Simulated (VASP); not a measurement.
# Bi2Se3 (R-3m) in VASP: relaxation of the atoms with PBE

Aim: the relaxation of the atoms of Bi2Se3 with PBE.

Program: VASP 6.6.1. These are calculated values, not measurements. Logs are shortened: lines on timing, memory, paths and dates and some standing lists are left out, and cuts for length are marked.

**1. The cell of the first run**

The structure is trigonal, space group R-3m (No. 166). Conventional cell: a = 4.143 Å, b = 4.143 Å, c = 28.636 Å, α = 90.00°, β = 90.00°, γ = 120.00°. Bi (site symmetry 3m) has 6 Se at 2.85 to 3.07 Å within 3.8 Å. Within 4.3 Å of Se (site symmetry -3m) lie 6 Bi at 3.07 Å and 12 Se at 4.14 to 4.23 Å. Se (site symmetry 3m) has 3 Bi at 2.85 Å and 3 Se at 3.52 Å within 3.8 Å.

**2. Relaxation of the atoms, PBE**

INCAR

```
ALGO = Normal
EDIFF = 1E-7
EDIFFG = -0.01
ENCUT = 450
GGA = PE
GGA_COMPAT = False
IBRION = 2
ISIF = 2
ISMEAR = 0
LASPH = True
LCHARG = False
LREAL = False
LWAVE = False
NELM = 120
NELMIN = 4
NSW = 80
PREC = Accurate
SIGMA = 0.01
```

KPOINTS

```
k-points
0
Gamma
  6 6 6
```

POSCAR

```
Bi2Se3
1.0
    2.0715000000      1.1959800000      9.5453300000
   -2.0715000000      1.1959800000      9.5453300000
    0.0000000000     -2.3919600000      9.5453300000
Bi Se
2 3
Direct
    0.4008000000      0.4008000000      0.4008000000
    0.5992000000      0.5992000000      0.5992000000
    0.0000000000      0.0000000000      0.0000000000
    0.2117000000      0.2117000000      0.2117000000
    0.7883000000      0.7883000000      0.7883000000
```

Potentials or basis: VASP PAW PBE potentials, release 64 (Bi_d, Se).

The run is started by

```console
> cat potpaw_PBE.64/Bi_d/POTCAR potpaw_PBE.64/Se/POTCAR > POTCAR
> mpirun -np 1 vasp_std > vasp.out
```

OUTCAR:

```text
EDIFF = 1E-7
   EDIFFG = -0.01
   ENCUT = 450
   GGA = PE
   IBRION = 2
   ISIF = 2
   ISMEAR = 0
   LASPH = True
   LREAL = False
   NELM = 120
   NELMIN = 4
   NSW = 80
   PREC = Accurate

 ion  position               nearest neighbor table
   1  0.401  0.401  0.401-   5 2.85   5 2.85   5 2.85   3 3.07   3 3.07   3 3.07
   2  0.599  0.599  0.599-   4 2.85   4 2.85   4 2.85   3 3.07   3 3.07   3 3.07
   3  0.000  0.000  0.000-   2 3.07   1 3.07   2 3.07   2 3.07   1 3.07   1 3.07
   4  0.212  0.212  0.212-   2 2.85   2 2.85   2 2.85
   5  0.788  0.788  0.788-   1 2.85   1 2.85   1 2.85

  LATTYP: Found a trigonal (rhomboedric) cell.
 ALAT       =     9.8404677338
 COS(alpha) =     0.9113725227

  Lattice vectors:

 A1 = (   2.0715000000,   1.1959800000,   9.5453300000)
 A2 = (  -2.0715000000,   1.1959800000,   9.5453300000)
 A3 = (   0.0000000000,  -2.3919600000,   9.5453300000)

Analysis of symmetry for initial positions (statically):
=====================================================================
 Subroutine PRICEL returns:
 Original cell was already a primitive cell.

 Routine SETGRP: Setting up the symmetry group for a
 trigonal (rhombohedral) supercell.

 Subroutine GETGRP returns: Found 12 space group operations
 (whereof 12 operations were pure point group operations)
 out of a pool of 12 trial point group operations.

The static configuration has the point symmetry D_3d.

Analysis of symmetry for dynamics (positions and initial velocities):
=====================================================================
 Subroutine PRICEL returns:
 Original cell was already a primitive cell.

 Routine SETGRP: Setting up the symmetry group for a
 trigonal (rhombohedral) supercell.

 Subroutine GETGRP returns: Found 12 space group operations
 (whereof 12 operations were pure point group operations)
 out of a pool of 12 trial point group operations.

The dynamic configuration has the point symmetry D_3d.

 Subroutine INISYM returns: Found 12 space group operations
 (whereof 12 operations are pure point group operations),
 and found     1 'primitive' translations

----------------------------------------------------------------------------------------

                                     Primitive cell

  volume of cell :     141.8898

  direct lattice vectors                    reciprocal lattice vectors
     2.071500000  1.195980000  9.545330000     0.241370987  0.139355731  0.034921091
    -2.071500000  1.195980000  9.545330000    -0.241370987  0.139355731  0.034921091
     0.000000000 -2.391960000  9.545330000     0.000000000 -0.278711461  0.034921091

  length of vectors
     9.840467734  9.840467734  9.840467339     0.280890469  0.280890469  0.280890657

  position of ions in fractional coordinates (direct lattice)
     0.400800000  0.400800000  0.400800000
     0.599200000  0.599200000  0.599200000
     0.000000000  0.000000000  0.000000000
     0.211700000  0.211700000  0.211700000
     0.788300000  0.788300000  0.788300000

  ion indices of the primitive-cell ions
   primitive index   ion index
                 1           1
                 2           2
                 3           3
                 4           4
                 5           5

----------------------------------------------------------------------------------------

 KPOINTS: k-points

Automatic generation of k-mesh.
 Grid dimensions read from file:
 generate k-points for:    6    6    6

 Generating k-lattice:

  Cartesian coordinates                     Fractional coordinates (reciprocal lattice)
     0.040228498  0.023225955  0.005820182     0.166666667  0.000000000 -0.000000000
    -0.040228498  0.023225955  0.005820182     0.000000000  0.166666667 -0.000000000
     0.000000000 -0.046451910  0.005820182    -0.000000000 -0.000000000  0.166666667

  Length of vectors
     0.046815078  0.046815078  0.046815109

  Shift w.r.t. Gamma in fractional coordinates (k-lattice)
     0.000000000  0.000000000  0.000000000

 Subroutine IBZKPT returns following result:
 ===========================================

 Found     32 irreducible k-points:

 Following reciprocal coordinates:
            Coordinates               Weight
  0.000000  0.000000  0.000000      1.000000
  0.166667  0.000000  0.000000      6.000000
  0.333333  0.000000  0.000000      6.000000
  0.500000  0.000000  0.000000      3.000000
  0.166667  0.166667  0.000000      6.000000
  0.333333  0.166667  0.000000     12.000000
[... 16 lines left out ...]
  0.500000  0.500000  0.166667      6.000000
 -0.333333  0.500000  0.166667     12.000000
 [... further k-points ...]
   k-points           NKPTS =     32   k-points in BZ     NKDIM =     32   number of bands    NBANDS=     28
   number of dos      NEDOS =    301   number of ions     NIONS =      5
   total plane-waves  NPLWV = 343000
   dimension x,y,z NGX =    70 NGY =   70 NGZ =   70
   dimension x,y,z NGXF=   140 NGYF=  140 NGZF=  140
   ions per type =               2   3
   NGX,Y,Z   is equivalent  to a cutoff of  11.83, 11.83, 11.83 a.u.
   NGXF,Y,Z  is equivalent  to a cutoff of  23.65, 23.65, 23.65 a.u.
 SYSTEM =  unknown system
   PREC   = accura    normal or accurate (medium, high low for compatibility)
   ISTART =      0    job   : 0-new  1-cont  2-samecut
   ICHARG =      2    charge: 1-file 2-atom 10-const
   ISPIN  =      1    spin polarized calculation?
   LNONCOLLINEAR =      F non collinear calculations
   LSORBIT =      F    spin-orbit coupling
   LASPH  =      T    aspherical Exc in radial PAW
   ENCUT  =  450.0 eV  33.07 Ry    5.75 a.u.  17.02 17.02 17.02*2*pi/ulx,y,z
   NELM   =    120;   NELMIN=  4; NELMDL= -5     # of ELM steps
   EDIFF  = 0.1E-06   stopping-criterion for ELM
   LREAL  =      F    real-space projection
   EDIFFG = -.1E-01   stopping-criterion for IOM
   NSW    =     80    number of steps for IOM
   IBRION =      2    ionic relax: 0-MD 1-quasi-New 2-CG
   NFREE  =      1    steps in history (QN), initial steepest desc. (CG)
   ISIF   =      2    stress and relaxation
   ISYM   =      2    0-nonsym 1-usesym 2-fastsym
   POTIM  = 0.5000    time-step for ionic-motion
   TEBEG  =    0.0;   TEEND  =   0.0 temperature during run
   PSTRESS=    0.0 pullay stress
   NELECT =      48.0000    total number of electrons
   NUPDOWN=      -1.0000    fix difference up-down
   EMIN   =  10.00;   EMAX   =-10.00  energy-range for DOS
   EFERMI =   0.00;   METHOD = LEGACY
   ISMEAR =     0;   SIGMA  =   0.01  broadening in eV -4-tet -1-fermi 0-gaus
   EFERMI_NEDOS =   21; number of points for ismear=-14 and -15
   IALGO  =     38    algorithm
   IMIX   =      4    mixing-type and parameters
     AMIX     =   0.40;   BMIX     =  1.00
     AMIX_MAG =   1.60;   BMIX_MAG =  1.00
  volume/ion in A,a.u.               =      28.38       191.50
  Fermi-wavevector in a.u.,A,eV,Ry     =   1.140700  2.155611 17.703863  1.301197
  Thomas-Fermi vector in A             =   2.277402
   LORBIT       =      0    0 simple, 1 ext, 2 COOP (PROOUT), +10 PAW based schemes
   GGA     = PE    functional components
   LHFCALC =     F    Hartree Fock is set to
   AEXX    =    0.0000 exact exchange contribution
   IVDW    =     0    specifies the selected vdW correction
   LEPSILON=     F    determine dielectric tensor
   LRPA    =     F    only Hartree local field effects (RPA)
 conjugate gradient relaxation of ions
 non-spin polarized calculation
 Gauss-broadening in eV      SIGMA  =   0.01
  energy-cutoff  :      450.00
  volume of cell :      141.89
 maximum number of plane-waves:      3098
 NGX is ok and might be reduce to    70
   NGX = 33   NGY = 33   NGZ = 33

--------------------------------------- Ionic step        1  -------------------------------------------

 number of electron      48.0000005 magnetization

 Free energy of the ion-electron system (eV)
  ---------------------------------------------------
  ext. energy  EPLUGINS =         0.00000000
  ---------------------------------------------------
  free energy    TOTEN  =       -20.15674771 eV

  energy without entropy =      -20.15674771  energy(sigma->0) =      -20.15674771

------------------------ aborting loop because EDIFF is reached ----------------------------------------

  FORCE on cell =-STRESS in cart. coord.  units (eV):
  Direction    XX          YY          ZZ          XY          YZ          ZX
  --------------------------------------------------------------------------------------
  -------------------------------------------------------------------------------------
  Total        2.2613804      2.2613763      2.3050020      0.0000000      0.0000000      0.0000000
  in kB       25.5348412     25.5347950     26.0274024      0.0000000      0.0000000      0.0000000
  external PRESSURE =      25.6990129 kB  Pullay stress =       0.0000000 kB

 VOLUME and BASIS-vectors are now :
 -----------------------------------------------------------------------------
  energy-cutoff  :      450.00
  volume of cell :      141.89
      direct lattice vectors                 reciprocal lattice vectors
     2.071500000  1.195980000  9.545330000     0.241370987  0.139355731  0.034921091
    -2.071500000  1.195980000  9.545330000    -0.241370987  0.139355731  0.034921091
     0.000000000 -2.391960000  9.545330000     0.000000000 -0.278711461  0.034921091
[... 157 lines left out ...]
 POSITION                                       TOTAL-FORCE (eV/Angst)
 -----------------------------------------------------------------------------------
      0.00000      0.00000     11.46871         0.000000     -0.000000      0.009530
      0.00000      0.00000     17.16728         0.000000      0.000000     -0.009530
      0.00000     -0.00000      0.00000         0.000000      0.000000      0.000000
      0.00000      0.00000      6.04423         0.000000      0.000000     -0.011023
      0.00000      0.00000     22.59176         0.000000     -0.000000      0.011023
 -----------------------------------------------------------------------------------
    total drift:                                0.000000      0.000000     -0.000000

  FREE ENERGIE OF THE ION-ELECTRON SYSTEM (eV)
  ---------------------------------------------------
  free  energy   TOTEN  =       -20.1618684545 eV

  energy  without entropy=      -20.1618684545  energy(sigma->0) =      -20.16186845

--------------------------------------- Ionic step        6  -------------------------------------------

 number of electron      48.0000001 magnetization

 Free energy of the ion-electron system (eV)
  ---------------------------------------------------
  ext. energy  EPLUGINS =         0.00000000
  ---------------------------------------------------
  free energy    TOTEN  =       -20.16189449 eV

  energy without entropy =      -20.16189449  energy(sigma->0) =      -20.16189449

 E-fermi :   5.1123     XC(G=0):  -9.5066

 val. band max:        5.0048164969   @ k =   0.0000   0.0000   0.0000
 cond. band min:       5.1984431158   @ k =   0.0000   0.0000   0.0000
 fundamental gap:      0.1936266189
 Fermi energy:         5.1122900950

 k-point     1 :       0.0000    0.0000    0.0000
  band No.  band energies     occupation
      1     -18.1609      2.00000
      2     -18.1609      2.00000
      3     -18.1593      2.00000
      4     -18.1593      2.00000
      5     -18.1518      2.00000
      6     -18.1492      2.00000
[... 20 lines left out ...]
     27       6.3465      0.00000
[... 691 lines left out ...]
      6     -18.1458      2.00000
[... 20 lines left out ...]
     27       7.1505      0.00000
     28       8.5943      0.00000

 [... further k-points ...]

------------------------ aborting loop because EDIFF is reached ----------------------------------------

  FORCE on cell =-STRESS in cart. coord.  units (eV):
  Direction    XX          YY          ZZ          XY          YZ          ZX
  --------------------------------------------------------------------------------------
  -------------------------------------------------------------------------------------
  Total        1.9032719      1.9032685      1.7858988      0.0000000     -0.0000000      0.0000000
  in kB       21.4911855     21.4911466     20.1658426      0.0000000     -0.0000000      0.0000000
  external PRESSURE =      21.0493916 kB  Pullay stress =       0.0000000 kB

 VOLUME and BASIS-vectors are now :
 -----------------------------------------------------------------------------
  energy-cutoff  :      450.00
  volume of cell :      141.89
      direct lattice vectors                 reciprocal lattice vectors
     2.071500000  1.195980000  9.545330000     0.241370987  0.139355731  0.034921091
    -2.071500000  1.195980000  9.545330000    -0.241370987  0.139355731  0.034921091
     0.000000000 -2.391960000  9.545330000     0.000000000 -0.278711461  0.034921091

 POSITION                                       TOTAL-FORCE (eV/Angst)
 -----------------------------------------------------------------------------------
      0.00000      0.00000     11.47497         0.000000     -0.000000     -0.009620
      0.00000      0.00000     17.16102         0.000000      0.000000      0.009620
      0.00000      0.00000     28.63599         0.000000     -0.000000     -0.000000
      0.00000      0.00000      6.03615         0.000000     -0.000000      0.007725
      0.00000      0.00000     22.59984         0.000000     -0.000000     -0.007725
 -----------------------------------------------------------------------------------
    total drift:                                0.000000     -0.000000      0.000000

  FREE ENERGIE OF THE ION-ELECTRON SYSTEM (eV)
  ---------------------------------------------------
  free  energy   TOTEN  =       -20.1618944923 eV

  energy  without entropy=      -20.1618944923  energy(sigma->0) =      -20.16189449

 reached required accuracy - stopping structural energy minimisation
```

Run time: 43 min. Hardware: 1 thread of Intel Xeon Platinum 8175M at 2.50GHz (Skylake/Cascade Lake), shared host; peak memory 0.76 GiB.

Results:

```
Free energy                  : -20.1619 eV
Energy gained by relaxing    : 1.0 meV/atom
Ionic steps                  : 6
Pressure after relaxing      : 2.1 GPa
Largest force after relaxing : 0.010 eV/Å
Band gap on the k mesh       : 0.19 eV
```

Forces in eV/Å, atoms in the order of the input:
```
Bi   0.000  0.000 -0.010
Bi   0.000  0.000  0.010
Se   0.000  0.000  0.000
Se   0.000  0.000  0.008
Se   0.000  0.000 -0.008
```

The path:
```csv
step,energy change (eV),largest force (eV/Å),pressure (GPa)
1,0.0000,0.1905,2.57
2,-0.0044,0.0696,2.35
3,-0.0048,0.0237,2.27
4,-0.0049,0.0205,2.25
5,-0.0051,0.0110,2.20
6,-0.0051,0.0096,2.10
```

Final structure:
```cif
data_structure
_symmetry_space_group_name_H-M 'P 1'
_symmetry_Int_Tables_number 1
_cell_length_a 9.8405
_cell_length_b 9.8405
_cell_length_c 9.8405
_cell_angle_alpha 24.304
_cell_angle_beta 24.304
_cell_angle_gamma 24.304
_cell_volume 141.89
loop_
_atom_site_label
_atom_site_type_symbol
_atom_site_fract_x
_atom_site_fract_y
_atom_site_fract_z
_atom_site_occupancy
Bi1 Bi 0.40072 0.40072 0.40072 1
Bi2 Bi 0.59928 0.59928 0.59928 1
Se1 Se 0.00000 0.00000 0.00000 1
Se2 Se 0.21079 0.21079 0.21079 1
Se3 Se 0.78921 0.78921 0.78921 1
```

Levels at points of the mesh, in eV from the valence-band top:
```tsv
k point	band 20	band 21	band 22	band 23	band 24	band 25	band 26	band 27	band 28
(0.00, 0.00, 0.00)	-1.86	-1.86	-1.22	-1.22	0.00	0.19	1.34	1.34	2.13
(0.50, 0.00, 0.00)	-3.06	-3.01	-2.25	-1.25	-0.57	0.79	1.81	2.95	3.06
(0.50, 0.50, 0.00)	-2.53	-1.94	-1.92	-1.70	-1.03	1.27	1.90	2.51	2.95
(0.50, 0.50, 0.50)	-1.59	-1.56	-1.43	-1.43	-0.52	0.68	1.67	1.67	2.02
```

Caveat: spin-orbit coupling is left out, which moves the levels of the heavy elements. A k mesh can miss the band edges.
